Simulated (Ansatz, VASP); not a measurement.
## Two plane-wave programs on Ge

The input INCAR:

```
SYSTEM = Ge
PREC = Accurate
ENCUT = 520
EDIFF = 1E-6
ISMEAR = -1
SIGMA = 0.1
LREAL = .FALSE.
LASPH = .TRUE.
NELM = 60
ALGO = Normal
ISIF = 2
LWAVE = .FALSE.
LCHARG = .FALSE.
GGA = RE
NBANDS = 13
```

KPOINTS

```
Automatic mesh
0
G
  14 14 14
  0 0 0
```

POSCAR

```
Ge
1.0
    0.0000000000      2.1226884524      2.1226884524
    2.1226884524      0.0000000000      2.1226884524
    2.1226884524      2.1226884524      0.0000000000
Ge
1
Direct
    0.0000000000      0.0000000000      0.0000000000
```

Input for Ansatz:

```yaml
crystal:
  lattice:
    - [0.0, 2.1226884524, 2.1226884524]
    - [2.1226884524, 0.0, 2.1226884524]
    - [2.1226884524, 2.1226884524, 0.0]
  atoms:
    - { symbol: Ge, position: [0.0, 0.0, 0.0] }
hamiltonian:
  xc: revpbe
  pseudopotentials:
    kind: paw
    azcp:
      Ge: "pseudopotentials/Ge.paw.azcp"
basis:
  ecutwfc: 420
  fft_grid_basis: typed
kpoints:
  mp_grid: { grid: [14, 14, 14], shift: [0, 0, 0] }
magnetization:
  spin_polarized: false
scf:
  occupations: { method: fermi_dirac, width: 0.1 }
  lower_state_search: "off"
output:
  stress: true
  write_density: true
  write_potential: true
  elf: true
  volumetric_format: npy
```

Alike in both runs: task single point; functional revPBE; k mesh 14 × 14 × 14; occupations fermi-dirac, width 0.1 eV; no spin polarisation.

```csv
,VASP,Ansatz
version,VASP 6.6.1,Ansatz 0.2.0
potentials or method,"VASP PAW PBE potentials, release 64 (Ge_d), cutoff 520 eV","plane waves (420 eV) with PAW, scalar-relativistic"
valence electrons in the cell,14,14
```

|  | VASP | Ansatz | Ansatz less VASP |
| --- | --- | --- | --- |
| pressure (GPa) | 2.8 | 2.9 | +0.09 |

VASP's potentials were made for PBE, not for revPBE. With one functional, cell and mesh, what is left measures potentials, basis and numerics.
